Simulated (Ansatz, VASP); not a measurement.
# Pd: VASP beside Ansatz

Contents of INCAR:

```
PREC = Accurate
ENCUT = 520
EDIFF = 1E-6
ISMEAR = -1
SIGMA = 0.05
LREAL = F
LASPH = T
NELM = 150
ALGO = Normal
ISIF = 2
LWAVE = F
LCHARG = F
ISPIN = 2
MAGMOM = 0.5
LORBIT = 11
LMAXMIX = 4
GGA = CA
NBANDS = 15
```

File KPOINTS:

```
regular mesh
0
Gamma
  23 23 23
```

POSCAR

```
Pd
1.0
    0.0000000000      1.9202771092      1.9202771092
    1.9202771092      0.0000000000      1.9202771092
    1.9202771092      1.9202771092      0.0000000000
Pd
1
Direct
    0.0000000000      0.0000000000      0.0000000000
```

Input for Ansatz:

```yaml
crystal:
  lattice:
    - [0.0, 1.9202771092, 1.9202771092]
    - [1.9202771092, 0.0, 1.9202771092]
    - [1.9202771092, 1.9202771092, 0.0]
  atoms:
    - { symbol: Pd, position: [0.0, 0.0, 0.0], spin: 0.5 }
hamiltonian:
  xc: lda
  pseudopotentials:
    kind: paw
    azcp:
      Pd: "pseudopotentials/Pd.paw.azcp"
basis:
  ecutwfc: 420
  fft_grid_basis: typed
kpoints:
  mp_grid: { grid: [23, 23, 23], shift: [0, 0, 0] }
magnetization:
  spin_polarized: true
scf:
  occupations: { method: fermi_dirac, width: 0.05 }
  lower_state_search: "off"
output:
  stress: true
```

Alike in both runs: task single point; functional LDA; k mesh 23 × 23 × 23; occupations fermi-dirac, width 0.05 eV; collinear spin.

```csv
,VASP,Ansatz
version,VASP 6.6.1,Ansatz 0.2.0
potentials or method,"VASP PAW LDA potentials, release 64 (Pd), cutoff 520 eV","plane waves (420 eV) with PAW, scalar-relativistic"
valence electrons in the cell,10,18
```

```tsv
	VASP	Ansatz	Ansatz less VASP
pressure (GPa)	0.0	-0.2	-0.25
net moment per atom (μB)	0.00	0.00	-0.002
```

Ansatz warns that its potentials were made for another functional, while VASP's fit it. LDA's correlation is that of Perdew and Zunger in VASP and of Perdew and Wang (1992) in Ansatz. VASP's potentials hold 10 valence electrons a cell and Ansatz's 18, so a difference there can come from the potentials and not from the codes. Ansatz's warnings: seeded moment not kept.
